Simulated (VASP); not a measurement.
# BeCd2S3 in VASP: single point with PBE

Aim: the single point of BeCd2S3 with PBE.

Everything below comes from runs of VASP 6.6.1. Logs are shortened: lines on timing, memory, paths and dates and some standing lists are left out, and cuts for length are marked.

### 1 The cell of the first run

The typed cell holds 12 atoms: a = 6.810 Å, b = 6.810 Å, c = 6.867 Å, α = 100.60°, β = 100.61°, γ = 119.47°.

### 2 Single point, PBE

File INCAR:

```
SYSTEM = BeCd2S3
PREC     = Accurate       ! precision mode
ENCUT    = 520            ! plane-wave cutoff, eV
EDIFF    = 1E-6           ! SCF threshold, eV
ISMEAR   = 0              ! smearing method
SIGMA    = 0.1            ! smearing width, eV
LREAL    = .FALSE.        ! projectors in reciprocal space
LASPH    = .TRUE.         ! aspherical terms in the spheres
NELM     = 80             ! most SCF steps
ALGO     = Normal         ! electronic algorithm
ISIF     = 2              ! what is computed and relaxed
LWAVE    = .FALSE.        ! write WAVECAR
LCHARG   = .FALSE.        ! write CHGCAR
GGA      = PE             ! functional
NBANDS   = 56             ! bands
```

File KPOINTS:

```
Automatic mesh
0
G
  4 4 2
  0 0 0
```

File POSCAR:

```
BeCd2S3
1.0
   -1.9334397654     -5.8821840353      2.8357942071
   -1.9335307636      5.8822424641      2.8357768169
   -3.8692914082      0.0000393663     -5.6731181096
Be Cd S
2 4 6
Direct
    0.4946563739      0.4946518070      0.5047025875
    0.9946526260      0.9946593152      0.0046999058
    0.8371538223      0.1561008153      0.5036053191
    0.3371452733      0.6561108597      0.0036053580
    0.1561323604      0.8371673829      0.5036403678
    0.6561261158      0.3371749604      0.0036270711
    0.8437114429      0.8437071891      0.6557035624
    0.3437114802      0.3437156035      0.1556986155
    0.5399071158      0.2434648036      0.6086902781
    0.0399025984      0.7434775777      0.1086872274
    0.2434550981      0.5398817253      0.6086676953
    0.7434456930      0.0398879603      0.1086720122
```

Potentials or basis: VASP PAW PBE potentials, release 64 (Be, Cd, S).

Command:

```
> cat potpaw_PBE.64/Be/POTCAR potpaw_PBE.64/Cd/POTCAR potpaw_PBE.64/S/POTCAR > POTCAR
> mpirun -np 1 vasp_std > vasp.out
```

OUTCAR:

```text
SYSTEM = BeCd2S3
   PREC = Accurate
   ENCUT = 520
   EDIFF = 1E-6
   ISMEAR = 0
   LREAL = .FALSE.
   LASPH = .TRUE.
   NELM = 80
   ISIF = 2
   GGA = PE

 ion  position               nearest neighbor table
   1  0.495  0.495  0.505-  11 2.10   9 2.10   7 2.24   8 2.24
   2  0.995  0.995  0.005-  10 2.10  12 2.10   8 2.24   7 2.24
   3  0.837  0.156  0.504-  11 2.54  12 2.54   7 2.55   9 2.56   5 3.75
   4  0.337  0.656  0.004-  12 2.54  11 2.54   8 2.55  10 2.56   6 3.75
   5  0.156  0.837  0.504-   9 2.54  10 2.54   7 2.55  11 2.56   3 3.75
   6  0.656  0.337  0.004-  10 2.54   9 2.54   8 2.55  12 2.56   4 3.75
   7  0.844  0.844  0.656-   1 2.24   2 2.24   5 2.55   3 2.55
   8  0.344  0.344  0.156-   2 2.24   1 2.24   6 2.55   4 2.55
   9  0.540  0.243  0.609-   1 2.10   5 2.54   6 2.54   3 2.56
  10  0.040  0.743  0.109-   2 2.10   6 2.54   5 2.54   4 2.56
  11  0.243  0.540  0.609-   1 2.10   3 2.54   4 2.54   5 2.56
  12  0.743  0.040  0.109-   2 2.10   4 2.54   3 2.54   6 2.56

  LATTYP: Found a base centered monoclinic cell.
 ALAT       =    17.4526543847
 B/A-ratio  =     0.6740766327
 C/A-ratio  =     0.3934644876
 COS(beta)  =    -0.9305537878

  Lattice vectors:

 A1 = (   1.9358516428,  -5.8822234016,   8.5089123167)
 A2 = (   1.9357606446,   5.8822030978,   8.5088949265)
 A3 = (  -3.8692914082,   0.0000393663,  -5.6731181096)

Analysis of symmetry for initial positions (statically):
=====================================================================
 Subroutine PRICEL returns:
 Original cell was already a primitive cell.

 Routine SETGRP: Setting up the symmetry group for a
 base centered monoclinic supercell.

 Subroutine GETGRP returns: Found  1 space group operations
 (whereof  1 operations were pure point group operations)
 out of a pool of  4 trial point group operations.

The static configuration has the point symmetry C_1 .

Analysis of symmetry for dynamics (positions and initial velocities):
=====================================================================
 Subroutine PRICEL returns:
 Original cell was already a primitive cell.

 Routine SETGRP: Setting up the symmetry group for a
 base centered monoclinic supercell.

 Subroutine GETGRP returns: Found  1 space group operations
 (whereof  1 operations were pure point group operations)
 out of a pool of  4 trial point group operations.

The dynamic configuration has the point symmetry C_1 .

 Subroutine INISYM returns: Found  1 space group operations
[... 124 lines left out ...]
   NUPDOWN=      -1.0000    fix difference up-down
   EMIN   =  10.00;   EMAX   =-10.00  energy-range for DOS
   EFERMI =   0.00;   METHOD = LEGACY
   ISMEAR =     0;   SIGMA  =   0.10  broadening in eV -4-tet -1-fermi 0-gaus
   EFERMI_NEDOS =   21; number of points for ismear=-14 and -15
   IALGO  =     38    algorithm
   IMIX   =      4    mixing-type and parameters
     AMIX     =   0.40;   BMIX     =  1.00
     AMIX_MAG =   1.60;   BMIX_MAG =  1.00
  volume/ion in A,a.u.               =      21.51       145.16
  Fermi-wavevector in a.u.,A,eV,Ry     =   1.143644  2.161174 17.795356  1.307922
  Thomas-Fermi vector in A             =   2.280339
   LORBIT       =      0    0 simple, 1 ext, 2 COOP (PROOUT), +10 PAW based schemes
   GGA     = PE    functional components
   LHFCALC =     F    Hartree Fock is set to
   AEXX    =    0.0000 exact exchange contribution
   IVDW    =     0    specifies the selected vdW correction
   LEPSILON=     F    determine dielectric tensor
   LRPA    =     F    only Hartree local field effects (RPA)
 non-spin polarized calculation
 Gauss-broadening in eV      SIGMA  =   0.10
  energy-cutoff  :      520.00
  volume of cell :      258.13
 maximum number of plane-waves:      6977
 NGX is ok and might be reduce to    54
   NGX = 25   NGY = 25   NGZ = 25

 number of electron      88.0000003 magnetization

 Free energy of the ion-electron system (eV)
  ---------------------------------------------------
  ext. energy  EPLUGINS =         0.00000000
  ---------------------------------------------------
  free energy    TOTEN  =       -43.89995475 eV

  energy without entropy =      -43.89995475  energy(sigma->0) =      -43.89995475

 E-fermi :   2.5146     XC(G=0):  -9.2964

 val. band max:        2.0273789895   @ k =   0.0000   0.0000   0.0000
 cond. band min:       3.7088350213   @ k =   0.0000   0.0000   0.0000
 fundamental gap:      1.6814560318
 Fermi energy:         2.5145729644

 k-point     1 :       0.0000    0.0000    0.0000
  band No.  band energies     occupation
      1     -10.7347      2.00000
      2     -10.0472      2.00000
      3      -9.8447      2.00000
      4      -9.8029      2.00000
      5      -9.7759      2.00000
      6      -9.6914      2.00000
[... 1169 lines left out ...]
     55       8.0202      0.00000
     56       8.0203      0.00000

------------------------ aborting loop because EDIFF is reached ----------------------------------------

  FORCE on cell =-STRESS in cart. coord.  units (eV):
  Direction    XX          YY          ZZ          XY          YZ          ZX
  --------------------------------------------------------------------------------------
  -------------------------------------------------------------------------------------
  Total        0.4038282      0.3755731      0.4538952      0.0001578      0.0000234     -0.0020509
  in kB        2.5065287      2.3311516      2.8172909      0.0009793      0.0001450     -0.0127296
  external PRESSURE =       2.5516571 kB  Pullay stress =       0.0000000 kB

 VOLUME and BASIS-vectors are now :
 -----------------------------------------------------------------------------
  energy-cutoff  :      520.00
  volume of cell :      258.13
      direct lattice vectors                 reciprocal lattice vectors
    -1.933439765 -5.882184035  2.835794207    -0.129280101 -0.085002888  0.088173563
    -1.933530764  5.882242464  2.835776817    -0.129277952  0.085001149  0.088173277
    -3.869291408  0.000039366 -5.673118110    -0.129243772 -0.000001130 -0.088120532

 POSITION                                       TOTAL-FORCE (eV/Angst)
 -----------------------------------------------------------------------------------
     -3.86565      0.00002     -0.05777        -0.000041     -0.000155      0.005866
     -3.86449      0.00010      5.61460        -0.000185      0.000049      0.005690
     -3.86901     -4.00605     -0.04035        -0.000220     -0.001902     -0.007489
     -1.93441      1.87625      2.79620        -0.000166     -0.001989     -0.007486
     -3.86929      4.00604     -0.04043         0.000211      0.002087     -0.006998
     -1.93455     -1.87611      2.79621        -0.000281      0.001949     -0.007384
     -5.79971      0.00005      1.06527        -0.000358      0.000079     -0.034128
     -1.93157      0.00005      1.06610        -0.000391      0.000064     -0.034363
     -3.86982     -1.74369     -1.23169         0.000609      0.026517      0.021822
     -1.93523      4.13861      1.60490         0.000227      0.026225      0.021186
     -3.86970      1.74369     -1.23167         0.000277     -0.026356      0.021379
     -1.93502     -4.13845      1.60486         0.000318     -0.026567      0.021905
 -----------------------------------------------------------------------------------
    total drift:                                0.001231     -0.000000      0.001789

  FREE ENERGIE OF THE ION-ELECTRON SYSTEM (eV)
  ---------------------------------------------------
  free  energy   TOTEN  =       -43.8999547490 eV

  energy  without entropy=      -43.8999547490  energy(sigma->0) =      -43.89995475
```

OSZICAR:

```text
N       E                     dE             d eps       ncg     rms          rms(c)
DAV:   1     0.598852243996E+03    0.59885E+03   -0.41765E+04  2240   0.143E+03
DAV:   2    -0.107867045751E+01   -0.59993E+03   -0.57995E+03  2528   0.339E+02
DAV:   3    -0.463804569912E+02   -0.45302E+02   -0.44976E+02  2648   0.921E+01
DAV:   4    -0.472298261605E+02   -0.84937E+00   -0.84707E+00  2728   0.128E+01
DAV:   5    -0.472449967247E+02   -0.15171E-01   -0.15166E-01  2696   0.174E+00    0.167E+01
DAV:   6    -0.440060662613E+02    0.32389E+01   -0.60985E+00  2944   0.193E+01    0.135E+01
DAV:   7    -0.439121966784E+02    0.93870E-01   -0.30697E+00  2600   0.652E+00    0.707E+00
DAV:   8    -0.439062369446E+02    0.59597E-02   -0.46333E-01  2656   0.472E+00    0.139E+00
DAV:   9    -0.438992509527E+02    0.69860E-02   -0.79971E-02  2816   0.241E+00    0.375E-01
DAV:  10    -0.438993369086E+02   -0.85956E-04   -0.66561E-03  2512   0.517E-01    0.180E-01
DAV:  11    -0.438997023499E+02   -0.36544E-03   -0.11445E-03  2592   0.139E-01    0.121E-01
DAV:  12    -0.438999120413E+02   -0.20969E-03   -0.22015E-04  2520   0.846E-02    0.412E-02
DAV:  13    -0.438999548810E+02   -0.42840E-04   -0.87958E-05  2576   0.540E-02    0.321E-02
DAV:  14    -0.438999529030E+02    0.19780E-05   -0.84780E-06  2368   0.109E-02    0.206E-02
DAV:  15    -0.438999546862E+02   -0.17832E-05   -0.53393E-06  2232   0.887E-03    0.551E-03
DAV:  16    -0.438999547490E+02   -0.62750E-07   -0.41260E-07  1568   0.305E-03
   1 F= -.43899955E+02 E0= -.43899955E+02  d E =-.875637E-13
```

stdout:

```text
POSCAR found type information on POSCAR BeCdS
 POSCAR found :  3 types and      12 ions
 scaLAPACK will be used
 LDA part: xc-table for (Slater+PW92), standard interpolation
 POSCAR, INCAR and KPOINTS ok, starting setup
 FFT: planning ... GRIDC
 FFT: planning ... GRID_SOFT
 FFT: planning ... GRID
 WAVECAR not read
 entering main loop
```

Run time: 8.9 min. Hardware: 1 thread of Intel Xeon 6975P-C, shared host; peak memory 0.54 GiB.

Results:

```
Free energy            : -43.9000 eV
Pressure               : 0.3 GPa
Largest force          : 0.034 eV/Å
Band gap on the k mesh : 1.68 eV
```

Forces on the atoms (eV/Å):
```
Be   0.000  0.000  0.006
Be   0.000  0.000  0.006
Cd   0.000 -0.002 -0.007
Cd   0.000 -0.002 -0.007
Cd   0.000  0.002 -0.007
Cd   0.000  0.002 -0.007
S    0.000  0.000 -0.034
S    0.000  0.000 -0.034
S    0.001  0.027  0.022
S    0.000  0.026  0.021
S    0.000 -0.026  0.021
S    0.000 -0.027  0.022
```

Caveat: the k points lie up to 0.49 Å⁻¹ apart. PBE gaps usually lie below the measured ones, often by a third to a half.
